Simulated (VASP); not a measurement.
Runs of VASP 6.6.1 on NbSi (zincblende type). The structure is that of space group F-43m (No. 216), or close to it. The cells are those of the table. 

```csv
task,cell,cutoff (eV),gap on the mesh (eV),pressure (GPa)
relaxation of cell and atoms,"relaxed to 85 GPa from a = 3.496 Å, angles 60.0°, 2 atoms",600,none,85.0
single point,"a = 3.495 Å, angles 60.0°, 2 atoms",520,none,85.3
single point,"a = 3.496 Å, angles 60.0°, 2 atoms",520,none,(a)
relaxation of cell and atoms,"relaxed to 85 GPa from a = 3.391 Å, angles 60.0°, 2 atoms",600,none,85.0
```

Alike in all rows: level PBE; potentials or basis VASP PAW PBE potentials, release 64 (Nb_sv, Si); no spin polarisation; k mesh 12 × 12 × 12; smearing fermi-dirac 0.1 eV.

Q: Fill in the values left out.

A: (a) 85.1.

Caveats: the cell is relaxed towards a set pressure, so the run minimises the enthalpy, not the energy (at least some runs); the cell stands under pressure (at least some runs).

A k mesh can miss the band edges, and the runs leave out spin-orbit coupling on Nb.

A gap of «none» marks levels without a gap at the run's occupations.
